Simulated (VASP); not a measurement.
Input of a VASP 6.6.1 run:

File INCAR:

```
SYSTEM = LiCu
ALGO = Fast
EDIFF = 1E-6
EDIFFG = -0.01
ENCUT = 600
GGA = PE
IBRION = 2
ISIF = 3
ISMEAR = 0
LASPH = .TRUE.
LCHARG = .FALSE.
LREAL = .FALSE.
LWAVE = .FALSE.
NELM = 60
NSW = 100
PREC = Accurate
SIGMA = 0.1
```

KPOINTS

```
k-points
0
G
  20 20 16
  0 0 0
```

File POSCAR:

```
LiCu
1.0
    2.7191725700      0.0000000000      0.0000000000
    0.0000000000      2.7191725700      0.0000000000
    0.0000000000      0.0000000000      3.4113225300
Li Cu
1 1
Direct
    0.5000000000      0.5000000000      0.5000000000
    0.0000000000      0.0000000000      0.0000000000
```

Potentials or basis: VASP PAW PBE potentials, release 64 (Li_sv, Cu).

Launch:

```console
$ cat potpaw_PBE.64/Li_sv/POTCAR potpaw_PBE.64/Cu/POTCAR > POTCAR
$ mpirun -np 1 vasp_std > vasp.out
```

Task: Predict the relaxed volume.

Result: 12.93 Å³/atom.

Task: Predict the band gap on the k mesh.

Result: Zero (bands 7 and 8 overlap by 6.70 eV).

Task: Estimate the relaxed cell.

Result: a = 2.597 Å, b = 2.597 Å, c = 3.834 Å, α = 90.00°, β = 90.00°, γ = 90.00°.

Final structure:
```
Li Cu
1.0
     2.59722    0.00000    0.00000
     0.00000    2.59722    0.00000
     0.00000    0.00000    3.83444
Li Cu
1 1
Direct
  0.50000 0.50000 0.50000
  0.00000 0.00000 0.00000
```

Caveat: the cutoff is under 1.25 times the usual one of these potentials, so pressure, stress and relaxed cells hold a basis-set (Pulay) error.
